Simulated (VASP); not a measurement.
Runs of VASP 6.6.1 on AlAs. The structure is that of space group F-43m (No. 216), or close to it. The cells are those of the table. 

| task | cell | cutoff (eV) | gap on the mesh (eV) | pressure (GPa) |
| --- | --- | --- | --- | --- |
| electric field gradients | a = 4.003 Å, angles 60.0°, 2 atoms | 400 | 1.32 | 0.8 |
| electric field gradients | a = 4.055 Å, angles 60.0°, 2 atoms | 400 | (b) | (a) |
| electric field gradients | a = 3.921 Å, angles 60.0°, 2 atoms | 400 | 1.21 | 6.1 |
| single point | a = 3.976 Å, angles 60.0°, 2 atoms | 500 | 1.28 | 2.4 |
| electric field gradients | a = 3.976 Å, angles 60.0°, 2 atoms | 400 | 1.28 | 2.4 |

Alike in all rows: level PBEsol; potentials or basis VASP PAW PBE potentials, release 64 (Al, As); no spin polarisation; k mesh 10 × 10 × 10; smearing fermi-dirac 0.05 eV.

Problem. Fill in the values left out.

Solution. (a) -1.9; (b) 1.39.

Caveats: the PAW data sets were made with another functional, which shifts forces and pressure a little.

A k mesh can miss the band edges, and the runs leave out spin-orbit coupling on As.
